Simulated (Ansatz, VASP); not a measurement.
Two plane-wave programs on TePb

File POSCAR:

```
TePb
1.0
    0.0000000000      3.2678368520      3.2678368520
    3.2678368520      0.0000000000      3.2678368520
    3.2678368520      3.2678368520      0.0000000000
Pb Te
1 1
Direct
    0.0000000000      0.0000000000      0.0000000000
    0.5000000000      0.5000000000      0.5000000000
```

File INCAR.step1:

```
SYSTEM = TePb
PREC = Accurate ; ENCUT = 520
EDIFF = 1E-5 ; ISMEAR = 0
SIGMA = 0.01 ; LREAL = .False.
LASPH = .True. ; NELM = 60
ALGO = Normal ; ISIF = 2
LWAVE = .True. ; GGA = PE
NBANDS = 17
```

INCAR.step2

```
SYSTEM = TePb
PREC = Accurate ; ENCUT = 520
EDIFF = 1E-6 ; ISMEAR = 0
SIGMA = 0.01 ; LREAL = .False.
LASPH = .True. ; NELM = 60
ALGO = Normal ; ISIF = 2
LWAVE = .False. ; LCHARG = .True.
GGA = PE ; LHFCALC = .True.
AEXX = 0.35 ; PRECFOCK = Normal
LELF = .True. ; LVHAR = .True.
ISTART = 1 ; NBANDS = 17
```

Contents of KPOINTS:

```
regular mesh
0
Gamma
  4 4 4
  0 0 0
```

Input for Ansatz:

```yaml
crystal:
  lattice:
    - [0.0, 3.267836852, 3.267836852]
    - [3.267836852, 0.0, 3.267836852]
    - [3.267836852, 3.267836852, 0.0]
  atoms:
    - { symbol: Pb, position: [0.0, 0.0, 0.0] }
    - { symbol: Te, position: [0.5, 0.5, 0.5] }
kpoints:
  mp_grid: { grid: [4, 4, 4] }
hamiltonian:
  xc: { exchange: pbe, correlation: pbe, exx: { coeff: 0.35 } }
scf:
  occupations: { method: fixed }
  n_extra_bands: 4
output:
  forces: true
  stress: true
  eigenvalues: true
```

Alike in both runs: task single point; functional PBE-based global hybrid; k mesh 4 × 4 × 4; no spin polarisation.

|  | VASP | Ansatz |
| --- | --- | --- |
| version | VASP 6.6.1 | Ansatz 0.2.0 |
| potentials or method | VASP PAW PBE potentials, release 64 (Pb_d, Te) | plane waves |
| plane-wave cutoff (eV) | 520 | 420 |
| occupations | gaussian, width 0.01 eV | fixed |
| valence electrons in the cell | 20 | 30 |

VASP gave:

```
gap on the k mesh at the Fermi level (eV) : 2.24
pressure (GPa)                            : -1.1
```

Task: Which values does Ansatz return?

Result: gap on the k mesh at the Fermi level (eV): 2.21; pressure (GPa): -0.6.

VASP's potentials were made for PBE, not for PBE-based global hybrid. VASP's potentials hold 20 valence electrons a cell and Ansatz's 30, so a difference there can come from the potentials and not from the codes. Ansatz's warnings: stress exchange threshold loose, stress scf threshold loose.

Spin-orbit coupling is off throughout.
